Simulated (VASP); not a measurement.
A run of VASP 6.6.1:

INCAR

```
SYSTEM = Nb
PREC = Accurate
ENCUT = 520
EDIFF = 1E-6
ISMEAR = 0
SIGMA = 0.15
LREAL = .FALSE.
LASPH = .TRUE.
NELM = 80
ALGO = Fast
ISIF = 2
LWAVE = .FALSE.
LCHARG = .FALSE.
GGA = PS
NBANDS = 12
```

KPOINTS

```
regular mesh
0
G
  20 20 20
  0 0 0
```

File POSCAR:

```
Nb
1.0
   -1.6639500000      1.6639500000      1.8303450000
    1.6639500000     -1.6639500000      1.8303450000
    1.6639500000      1.6639500000     -1.8303450000
Nb
1
Direct
    0.0000000000      0.0000000000      0.0000000000
```

Potentials or basis: VASP PAW PBE potentials, release 64 (Nb_sv).

Run with:

```bash
$ cat potpaw_PBE.64/Nb_sv/POTCAR > POTCAR
$ mpirun -np 1 vasp_std > vasp.out
```

Hardware: 1 thread of Intel(R) Xeon(R) Platinum 8259CL CPU @ 2.50GHz (Skylake/Cascade Lake), on a shared host.

**Question.** Estimate the wall time of this run.

**Answer.** Run time: 3.4 min on 1 thread of Intel(R) Xeon(R) Platinum 8259CL CPU @ 2.50GHz (Skylake/Cascade Lake), with other jobs on the host, peak memory 0.27 GiB. Counts: scf iterations 28, k points 641.
